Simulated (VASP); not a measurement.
# NaCl (Fm-3m) in VASP: a series of runs

The runs below take NaCl through vibrations by perturbation theory, with PBEsol.

Program: VASP 6.6.1. These are calculated values, not measurements. Logs are shortened: lines on timing, memory, paths and dates and some standing lists are left out, and cuts for length are marked.

## (1) The cell of the first run

The structure is cubic, space group Fm-3m (No. 225). Conventional cell: a = 5.602 Å, b = 5.602 Å, c = 5.602 Å, α = 90.00°, β = 90.00°, γ = 90.00°. Within 3.7 Å of Na (site symmetry m-3m) lie 6 Cl at 2.80 Å. Within 3.7 Å of Cl (site symmetry m-3m) lie 6 Na at 2.80 Å.

## (2) Vibrations by perturbation theory, PBEsol

Input file INCAR:

```
SYSTEM = NaCl
PREC = Accurate ; ENCUT = 520
EDIFF = 1E-8 ; ISMEAR = 0
SIGMA = 0.01 ; LREAL = .False.
LASPH = .True. ; NELM = 60
ALGO = Normal ; ISIF = 2
LWAVE = .False. ; LCHARG = .False.
GGA = PS ; IBRION = 8
NSW = 1
```

Input file KPOINTS:

```
Automatic mesh
0
Gamma
  6 6 6
  0 0 0
```

Input file POSCAR:

```
NaCl
1.0
    0.0000000000      2.8009526174      2.8009526174
    2.8009526174      0.0000000000      2.8009526174
    2.8009526174      2.8009526174      0.0000000000
Na Cl
1 1
Direct
    0.0000000000      0.0000000000      0.0000000000
    0.5000000000      0.5000000000      0.5000000000
```

Potentials or basis: VASP PAW PBE potentials, release 64 (Na_pv, Cl).

Run with:

```sh
cat potpaw_PBE.64/Na_pv/POTCAR potpaw_PBE.64/Cl/POTCAR > POTCAR
mpirun -np 1 vasp_std > vasp.out
```

OUTCAR:

```text
SYSTEM = NaCl
   PREC = Accurate
   ENCUT = 520
   EDIFF = 1E-8
   ISMEAR = 0
   LREAL = .False.
   LASPH = .True.
   NELM = 60
   ISIF = 2
   GGA = PS
   IBRION = 8
   NSW = 1

 ion  position               nearest neighbor table
   1  0.000  0.000  0.000-
   2  0.500  0.500  0.500-

  LATTYP: Found a face centered cubic cell.
 ALAT       =     5.6019052348

  Lattice vectors:

 A1 = (   0.0000000000,   2.8009526174,   2.8009526174)
 A2 = (   2.8009526174,   0.0000000000,   2.8009526174)
 A3 = (   2.8009526174,   2.8009526174,   0.0000000000)

Analysis of symmetry for initial positions (statically):
=====================================================================
 Subroutine PRICEL returns:
 Original cell was already a primitive cell.

 Routine SETGRP: Setting up the symmetry group for a
 face centered cubic supercell.

 Subroutine GETGRP returns: Found 48 space group operations
 (whereof 48 operations were pure point group operations)
 out of a pool of 48 trial point group operations.

The static configuration has the point symmetry O_h .

Analysis of symmetry for dynamics (positions and initial velocities):
=====================================================================
 Subroutine PRICEL returns:
 Original cell was already a primitive cell.

 Routine SETGRP: Setting up the symmetry group for a
 face centered cubic supercell.

 Subroutine GETGRP returns: Found 48 space group operations
 (whereof 48 operations were pure point group operations)
 out of a pool of 48 trial point group operations.

The dynamic configuration has the point symmetry O_h .

 Subroutine INISYM returns: Found 48 space group operations
 (whereof 48 operations are pure point group operations),
 and found     1 'primitive' translations

----------------------------------------------------------------------------------------

                                     Primitive cell

  volume of cell :      43.9488

  direct lattice vectors                    reciprocal lattice vectors
     0.000000000  2.800952617  2.800952617    -0.178510696  0.178510696  0.178510696
     2.800952617  0.000000000  2.800952617     0.178510696 -0.178510696  0.178510696
     2.800952617  2.800952617  0.000000000     0.178510696  0.178510696 -0.178510696

  length of vectors
     3.961145179  3.961145179  3.961145179     0.309189594  0.309189594  0.309189594

  position of ions in fractional coordinates (direct lattice)
     0.000000000  0.000000000  0.000000000
     0.500000000  0.500000000  0.500000000

  ion indices of the primitive-cell ions
   primitive index   ion index
                 1           1
                 2           2

----------------------------------------------------------------------------------------

 KPOINTS: Automatic mesh

Automatic generation of k-mesh.
 Grid dimensions read from file:
 generate k-points for:    6    6    6

 Generating k-lattice:

  Cartesian coordinates                     Fractional coordinates (reciprocal lattice)
    -0.029751783  0.029751783  0.029751783     0.166666667  0.000000000  0.000000000
     0.029751783 -0.029751783  0.029751783     0.000000000  0.166666667  0.000000000
     0.029751783  0.029751783 -0.029751783     0.000000000  0.000000000  0.166666667

  Length of vectors
     0.051531599  0.051531599  0.051531599

[... 71 lines left out ...]
   AEXX    =    0.0000 exact exchange contribution
   IVDW    =     0    specifies the selected vdW correction
   LEPSILON=     F    determine dielectric tensor
   LRPA    =     F    only Hartree local field effects (RPA)
 non-spin polarized calculation
 Gauss-broadening in eV      SIGMA  =   0.01
  energy-cutoff  :      520.00
  volume of cell :       43.95
 maximum number of plane-waves:      1243
 NGX is ok and might be reduce to    30
   NGX = 15   NGY = 15   NGZ = 15

--------------------------------------- Ionic step        1  -------------------------------------------

 number of electron      14.0000004 magnetization

 Free energy of the ion-electron system (eV)
  ---------------------------------------------------
  ext. energy  EPLUGINS =         0.00000000
  ---------------------------------------------------
  free energy    TOTEN  =        -6.99826274 eV

  energy without entropy =       -6.99826274  energy(sigma->0) =       -6.99826274

 E-fermi :  -0.5699     XC(G=0):  -8.4232

 val. band max:       -0.6664845625   @ k =   0.0000   0.0000   0.0000
 cond. band min:       4.3406520607   @ k =   0.0000   0.0000   0.0000
 fundamental gap:      5.0071366233
 Fermi energy:        -0.5698960474

 k-point     1 :       0.0000    0.0000    0.0000
  band No.  band energies     occupation
      1     -21.2799      2.00000
      2     -21.2799      2.00000
      3     -21.2799      2.00000
      4     -13.3579      2.00000
      5      -0.6665      2.00000
      6      -0.6665      2.00000
      7      -0.6665      2.00000
      8       4.3407      0.00000
      9      10.3504      0.00000
     10      10.3504      0.00000
     11      10.3504      0.00000
[... 198 lines left out ...]
  band No.  band energies     occupation
      1     -21.2994      2.00000
      2     -21.2925      2.00000
      3     -21.2910      2.00000
      4     -12.9263      2.00000
      5      -2.1879      2.00000
      6      -1.6324      2.00000
      7      -1.4234      2.00000
      8       7.7038      0.00000
      9       8.0684      0.00000
     10       9.7586      0.00000
     11      11.3883      0.00000

------------------------ aborting loop because EDIFF is reached ----------------------------------------

  FORCE on cell =-STRESS in cart. coord.  units (eV):
  Direction    XX          YY          ZZ          XY          YZ          ZX
  --------------------------------------------------------------------------------------
  -------------------------------------------------------------------------------------
  Total        0.0063154      0.0063154      0.0063154      0.0000000      0.0000000     -0.0000000
  in kB        0.2302294      0.2302294      0.2302294      0.0000000      0.0000000     -0.0000000
  external PRESSURE =       0.2302294 kB  Pullay stress =       0.0000000 kB

 VOLUME and BASIS-vectors are now :
 -----------------------------------------------------------------------------
  energy-cutoff  :      520.00
  volume of cell :       43.95
      direct lattice vectors                 reciprocal lattice vectors
     0.000000000  2.800952617  2.800952617    -0.178510696  0.178510696  0.178510696
     2.800952617  0.000000000  2.800952617     0.178510696 -0.178510696  0.178510696
     2.800952617  2.800952617  0.000000000     0.178510696  0.178510696 -0.178510696

 POSITION                                       TOTAL-FORCE (eV/Angst)
 -----------------------------------------------------------------------------------
      0.00000      0.00000      0.00000         0.000000      0.000000      0.000000
      2.80095      2.80095      2.80095        -0.000000     -0.000000     -0.000000
 -----------------------------------------------------------------------------------
    total drift:                               -0.000000      0.000000      0.000000

  FREE ENERGIE OF THE ION-ELECTRON SYSTEM (eV)
  ---------------------------------------------------
  free  energy   TOTEN  =        -6.9982627406 eV

  energy  without entropy=       -6.9982627406  energy(sigma->0) =       -6.99826274

[... ionic steps 2 to 3 ...]

--------------------------------------- Ionic step        4  -------------------------------------------

------------------------ aborting loop because EDIFF is reached ----------------------------------------

[... ionic steps 5 to 6 ...]

--------------------------------------- Ionic step        7  -------------------------------------------

 Free energy of the ion-electron system (eV)
  ---------------------------------------------------
  ---------------------------------------------------
  free energy    TOTEN  =        -0.19366235 eV

  energy without entropy =       -0.19366235

------------------------ aborting loop because EDIFF is reached ----------------------------------------

 INTERNAL STRAIN TENSOR  FOR ION    2  DIRECTION 1   (eV/Angst):
 -----------------------------------------------------------------------------
     0.00396 -0.00000 -0.00000
     0.00000  0.00222  0.00000
    -0.00000  0.00000  0.00222

 INTERNAL STRAIN TENSOR FOR ION    2 for displacements in x,y,z  (eV/Angst):
          X           Y           Z          XY          YZ          ZX
  --------------------------------------------------------------------------------
  x     0.00000     0.00000     0.00000     0.00000     0.00000     0.00000
  y     0.00000     0.00000     0.00000     0.00000     0.00000     0.00000
  z     0.00000     0.00000     0.00000     0.00000     0.00000     0.00000

 SECOND DERIVATIVES (NOT SYMMETRIZED)
 ------------------------------------
               1X          1Y          1Z          2X          2Y          2Z
  1X    -1.456765    0.000000    0.000000    1.456765    0.000000    0.000000
  1Y     0.000000   -1.456765    0.000000    0.000000    1.456765    0.000000
  1Z     0.000000    0.000000   -1.456765    0.000000    0.000000    1.456765
  2X     1.437045    0.000000    0.000000   -1.437045    0.000000    0.000000
  2Y     0.000000    1.437045    0.000000    0.000000   -1.437045    0.000000
  2Z     0.000000    0.000000    1.437045    0.000000    0.000000   -1.437045

 Eigenvectors and eigenvalues of the dynamical matrix
 ----------------------------------------------------

   1 f  =    5.039167 THz    31.662019 2PiTHz  168.088513 cm-1    20.840310 meV
             X         Y         Z           dx          dy          dz
      0.000000  0.000000  0.000000     0.000000    0.780942    0.000000
      2.800953  2.800953  2.800953     0.000000   -0.624604    0.000000
[... 21 lines left out ...]
   6 f/i=    0.016750 THz     0.105244 2PiTHz    0.558725 cm-1     0.069273 meV
             X         Y         Z           dx          dy          dz
      0.000000  0.000000  0.000000     0.000000    0.000000   -0.624604
      2.800953  2.800953  2.800953     0.000000    0.000000   -0.780942

--------------------------------------------------------------------------------------------------------

 ELASTIC MODULI CONTR FROM IONIC RELAXATION (kBar)
 Direction    XX          YY          ZZ          XY          YZ          ZX
 --------------------------------------------------------------------------------
 XX           0.0000      0.0000      0.0000      0.0000      0.0000      0.0000
 YY           0.0000      0.0000      0.0000      0.0000      0.0000      0.0000
 ZZ           0.0000      0.0000      0.0000      0.0000      0.0000      0.0000
 XY           0.0000      0.0000      0.0000      0.0000      0.0000      0.0000
 YZ           0.0000      0.0000      0.0000      0.0000      0.0000      0.0000
 ZX           0.0000      0.0000      0.0000      0.0000      0.0000      0.0000
 --------------------------------------------------------------------------------
```

Wall time 66 s (1 thread of Intel Xeon Platinum 8259CL at 2.50GHz (Skylake/Cascade Lake), shared host); peak memory 0.2 GiB.

What came out:

```
Highest phonon frequency at Γ, LO-TO splitting left out : 168 cm⁻¹
```

Phonon frequencies in cm⁻¹ (negative: imaginary):
| q point | frequencies |
| --- | --- |
| (0.000, 0.000, 0.000) | -1 -1 -1 168 168 168 |

Caveat: the PAW data sets were made with another functional, which shifts forces and pressure a little.

## (3) Vibrations by perturbation theory, PBEsol (21.64 Å³/atom)

This run uses another cell than the first one, of 21.64 Å³/atom.

Input file INCAR:

```
SYSTEM = NaCl
PREC = Accurate
ENCUT = 520
EDIFF = 1E-8
ISMEAR = 0
SIGMA = 0.01
LREAL = .FALSE.
LASPH = .TRUE.
NELM = 100
ALGO = Normal
ISIF = 2
LWAVE = .FALSE.
LCHARG = .FALSE.
GGA = PS
NBANDS = 14
IBRION = 8
NSW = 1
```

Input file KPOINTS:

```
regular mesh
0
G
  6 6 6
  0 0 0
```

Input file POSCAR:

```
NaCl
1.0
    0.0000000000      2.7868772411      2.7868772411
    2.7868772411      0.0000000000      2.7868772411
    2.7868772411      2.7868772411      0.0000000000
Na Cl
1 1
Direct
    0.0000000000      0.0000000000      0.0000000000
    0.5000000000      0.5000000000      0.5000000000
```

Potentials or basis: VASP PAW PBE potentials, release 64 (Na_pv, Cl).

Run with:

```sh
cat potpaw_PBE.64/Na_pv/POTCAR potpaw_PBE.64/Cl/POTCAR > POTCAR
mpirun -np 1 vasp_std > vasp.out
```

OUTCAR:

```text
SYSTEM = NaCl
   PREC = Accurate
   ENCUT = 520
   EDIFF = 1E-8
   ISMEAR = 0
   LREAL = .FALSE.
   LASPH = .TRUE.
   NELM = 100
   ISIF = 2
   GGA = PS
   IBRION = 8
   NSW = 1

 ion  position               nearest neighbor table
   1  0.000  0.000  0.000-
   2  0.500  0.500  0.500-

  LATTYP: Found a face centered cubic cell.
 ALAT       =     5.5737544822

  Lattice vectors:
[... 515 lines left out ...]

 SECOND DERIVATIVES (NOT SYMMETRIZED)
 ------------------------------------
               1X          1Y          1Z          2X          2Y          2Z
  1X    -1.574282    0.000000    0.000000    1.574282    0.000000    0.000000
  1Y     0.000000   -1.574282    0.000000    0.000000    1.574282    0.000000
  1Z     0.000000    0.000000   -1.574282    0.000000    0.000000    1.574282
  2X     1.559533    0.000000    0.000000   -1.559533    0.000000    0.000000
  2Y     0.000000    1.559533    0.000000    0.000000   -1.559533    0.000000
  2Z     0.000000    0.000000    1.559533    0.000000    0.000000   -1.559533

 Eigenvectors and eigenvalues of the dynamical matrix
 ----------------------------------------------------

   1 f  =    5.242780 THz    32.941359 2PiTHz  174.880320 cm-1    21.682386 meV
             X         Y         Z           dx          dy          dz
      0.000000  0.000000  0.000000     0.000000    0.780300    0.000000
      2.786877  2.786877  2.786877     0.000000   -0.625406    0.000000
[... 21 lines left out ...]
   6 f/i=    0.012041 THz     0.075654 2PiTHz    0.401636 cm-1     0.049796 meV
             X         Y         Z           dx          dy          dz
      0.000000  0.000000  0.000000     0.000000    0.000000   -0.625406
      2.786877  2.786877  2.786877     0.000000    0.000000   -0.780300

--------------------------------------------------------------------------------------------------------

 ELASTIC MODULI CONTR FROM IONIC RELAXATION (kBar)
 Direction    XX          YY          ZZ          XY          YZ          ZX
 --------------------------------------------------------------------------------
 XX           0.0000      0.0000      0.0000      0.0000      0.0000      0.0000
 YY           0.0000      0.0000      0.0000      0.0000      0.0000      0.0000
 ZZ           0.0000      0.0000      0.0000      0.0000      0.0000      0.0000
 XY           0.0000      0.0000      0.0000      0.0000      0.0000      0.0000
 YZ           0.0000      0.0000      0.0000      0.0000      0.0000      0.0000
 ZX           0.0000      0.0000      0.0000      0.0000      0.0000      0.0000
 --------------------------------------------------------------------------------
```

Wall time 77 s (1 thread of Intel Xeon Platinum 8259CL at 2.50GHz (Skylake/Cascade Lake), shared host); peak memory 0.2 GiB.

What came out:

| Item | Value |
| --- | --- |
| Highest phonon frequency at Γ, LO-TO splitting left out | 175 cm⁻¹ |

Phonon frequencies in cm⁻¹ (negative: imaginary):
```csv
q point,frequencies
"(0.000, 0.000, 0.000)",0 0 0 175 175 175
```

Caveat: the PAW data sets were made with another functional, which shifts forces and pressure a little.

(Part 1 of 3 ends here.)
